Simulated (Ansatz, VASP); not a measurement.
## RbCl: VASP beside Ansatz

```
Rb Cl
1.0
     0.00000    2.46754    2.46754
     2.46754    0.00000    2.46754
     2.46754    2.46754    0.00000
Rb Cl
1 1
Direct
  0.00000 0.00000 0.00000
  0.50000 0.50000 0.50000
```

Change from the starting cell: volume scaled by 0.4, LAPW.

Alike in both runs: task single point; functional PBE; k mesh 13 × 13 × 13; occupations fermi-dirac, width 0.1 eV; no spin polarisation.

|  | VASP | Ansatz |
| --- | --- | --- |
| version | VASP 6.6.1 | Ansatz 0.2.0 |
| potentials or method | VASP PAW PBE potentials, release 64 (Rb_sv, Cl), cutoff 500 eV | all-electron LAPW, scalar-relativistic |

|  | VASP | Ansatz | Ansatz less VASP |
| --- | --- | --- | --- |
| pressure (GPa) | 125.7 | 124.2 | -1.54 |

Both programs put the cell under a high pressure, so it lies far from rest at this level. Ansatz ran all-electron here, and VASP with PAW potentials.

Noted on VASP's run: the cell as given lies far from equilibrium.
